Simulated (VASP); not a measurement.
Set up this calculation in VASP 6.6.1, as the native input.

| Quantity | Value |
| --- | --- |
| Task | single point |
| Functional | BLYP |
| Dispersion | D3(BJ) |
| Potentials or basis | VASP PAW PBE potentials, release 64 (Ni, O) |
| Cutoff | 520 eV |
| k mesh | 11 × 11 × 11 |
| Occupations | gaussian, width 0.02 eV |
| Spin | collinear spin, ferromagnetic start |
| Starting moments | [0.04, 0.0] μB |
| Dipole correction | no |
| Further INCAR settings | ALGO = Normal; EDIFF = 1e-07; NBANDS = 19 |

The structure of NiO lies in POSCAR:

```
NiO
1.0
    0.0000000000      2.0719018797      2.0719018797
    2.0719018797      0.0000000000      2.0719018797
    2.0719018797      2.0719018797      0.0000000000
Ni O
1 1
Direct
    0.0000000000      0.0000000000      0.0000000000
    0.5000000000      0.5000000000      0.5000000000
```

One way to write it, as run:

INCAR

```
PREC = Accurate
ENCUT = 520
EDIFF = 1E-7
ISMEAR = 0
SIGMA = 0.02
LREAL = F
LASPH = T
NELM = 150
ALGO = Normal
ISIF = 2
LWAVE = F
LCHARG = T
ISPIN = 2
MAGMOM = 0.04 0
LORBIT = 11
LMAXMIX = 4
GGA = B5
ALDAX = 1.0
AGGAX = 1.0
AGGAC = 1.0
ALDAC = 0.0
IVDW = 12
VDW_S6 = 1.0
VDW_S8 = 2.6996
VDW_A1 = 0.4298
VDW_A2 = 4.2359
LELF = T
LVHAR = T
NBANDS = 19
```

KPOINTS

```
Automatic mesh
0
Gamma
  11 11 11
```

Potentials or basis: VASP PAW PBE potentials, release 64 (Ni, O).

The run is started by

```bash
$ cat potpaw_PBE.64/Ni/POTCAR potpaw_PBE.64/O/POTCAR > POTCAR
$ mpirun -np 1 vasp_std > vasp.out
```

It gave:

| Property | Result |
| --- | --- |
| Pressure | 6.0 GPa |
| Net moment | 0.42 μB per cell |
| Site moments | Ni +0.36; O +0.04 μB |
| Valence electrons inside the program's atomic spheres | Ni 9.11; O 4.97 |
| Dispersion energy per atom | -0.579 eV |

Caveat: the PAW data sets were made with another functional, which shifts forces and pressure a little; a cell with one magnetic atom can't hold antiferromagnetic order, which such compounds often take; pairwise dispersion overbinds metals, which lowers pressure and volume.

Wall time 49 s on 1 thread of Intel(R) Xeon(R) Platinum 8259CL CPU @ 2.50GHz (Skylake/Cascade Lake), on a shared host, peak memory 0.18 GiB.
